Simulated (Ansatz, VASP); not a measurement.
# Bi: VASP beside Ansatz

```
CELL_PARAMETERS angstrom
2.59904 0.00000 0.00000
0.00000 2.59904 0.00000
0.00000 0.00000 2.59904
ATOMIC_POSITIONS crystal
Bi 0.00000 0.00000 0.00000
```

Change from the starting cell: volume scaled by 0.5, LAPW.

Alike in both runs: task single point; functional PBE; k mesh 13 × 13 × 13; occupations fermi-dirac, width 0.08 eV; no spin polarisation.

|  | VASP | Ansatz |
| --- | --- | --- |
| version | VASP 6.6.1 | Ansatz 0.2.0 |
| potentials or method | VASP PAW PBE potentials, release 64 (Bi_d), cutoff 520 eV | all-electron LAPW, scalar-relativistic |

|  | VASP | Ansatz | Ansatz less VASP |
| --- | --- | --- | --- |
| pressure (GPa) | 162.4 | 162.4 | 0.00 |

Both programs put the cell under a high pressure, so it lies far from rest at this level. Ansatz ran all-electron here, and VASP with PAW potentials.

Spin-orbit coupling is off throughout. Noted on VASP's run: the cell as given lies far from equilibrium.
